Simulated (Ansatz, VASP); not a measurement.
SnO2: VASP beside Ansatz

Contents of INCAR:

```
SYSTEM = SnO2
  PREC = Accurate
  ENCUT = 600
  EDIFF = 1E-6
  ISMEAR = -1
  SIGMA = 0.05
  LREAL = .False.
  LASPH = .True.
  NELM = 60
  ALGO = Normal
  ISIF = 3
  LWAVE = .False.
  LCHARG = .False.
  IBRION = 2
  NSW = 60
  EDIFFG = -0.01
```

File KPOINTS:

```
Automatic mesh
0
Gamma
  4 4 4
  0 0 0
```

File POSCAR:

```
SnO2
1.0
    5.1752560000      0.0000000000      0.0000000000
    0.0000000000      5.1752560000      0.0000000000
    0.0000000000      0.0000000000      5.1752560000
Sn O
4 8
Direct
    0.0000000000      0.0000000000      0.0000000000
    0.5000000000      0.0000000000      0.5000000000
    0.5000000000      0.5000000000      0.0000000000
    0.0000000000      0.5000000000      0.5000000000
    0.6610980000      0.8389020000      0.1610980000
    0.8389020000      0.1610980000      0.6610980000
    0.1610980000      0.6610980000      0.8389020000
    0.3389020000      0.3389020000      0.3389020000
    0.6610980000      0.6610980000      0.6610980000
    0.8389020000      0.3389020000      0.1610980000
    0.1610980000      0.8389020000      0.3389020000
    0.3389020000      0.1610980000      0.8389020000
```

File input.yaml:

```yaml
crystal:
  lattice:
    - [5.175256, 0.0, 0.0]
    - [0.0, 5.175256, 0.0]
    - [0.0, 0.0, 5.175256]
  atoms:
    - { symbol: Sn, position: [0.0, 0.0, 0.0] }
    - { symbol: Sn, position: [0.5, 0.0, 0.5] }
    - { symbol: Sn, position: [0.5, 0.5, 0.0] }
    - { symbol: Sn, position: [0.0, 0.5, 0.5] }
    - { symbol: O, position: [0.661098, 0.838902, 0.161098] }
    - { symbol: O, position: [0.838902, 0.161098, 0.661098] }
    - { symbol: O, position: [0.161098, 0.661098, 0.838902] }
    - { symbol: O, position: [0.338902, 0.338902, 0.338902] }
    - { symbol: O, position: [0.661098, 0.661098, 0.661098] }
    - { symbol: O, position: [0.838902, 0.338902, 0.161098] }
    - { symbol: O, position: [0.161098, 0.838902, 0.338902] }
    - { symbol: O, position: [0.338902, 0.161098, 0.838902] }
hamiltonian:
  xc: lda
  pseudopotentials: { kind: paw }
kpoints:
  mp_grid: { grid: [4, 4, 4] }
scf:
  occupations: { method: fermi_dirac, width: 0.05 }
output:
  forces: true
  stress: true
  eigenvalues: true
  write_density: true
  write_potential: true
  elf: true
  volumetric_format: npy
relax:
  f_tol: 0.01
  max_steps: 40
  cell: { stress_tol: 0.05 }
```

Alike in both runs: task relaxation of cell and atoms; functional LDA; k mesh 4 × 4 × 4; occupations fermi-dirac, width 0.05 eV; no spin polarisation.

|  | VASP | Ansatz |
| --- | --- | --- |
| version | VASP 6.6.1 | Ansatz 0.2.0 |
| potentials or method | VASP PAW LDA potentials, release 64 (Sn_d, O) | Ansatz PAW |
| plane-wave cutoff (eV) | 600 | 420 |
| valence electrons in the cell | 104 | 104 |

```csv
,VASP,Ansatz,Ansatz less VASP
"gap on the k mesh at the Fermi level, each at its own relaxed structure (eV)",1.11,1.11,-0.004
relaxed volume (Å³/atom),10.88,10.85,-0.031
relaxed cell length with the largest relative difference (Å),5.073,5.068,-0.0048
```

LDA's correlation is that of Perdew and Zunger in VASP and of Perdew and Wang (1992) in Ansatz.

Noted on Ansatz's run: Pulay correction over one GPa; the plane-wave basis is chosen anew once the cell has moved, so the energies of steps on either side of that aren't comparable.
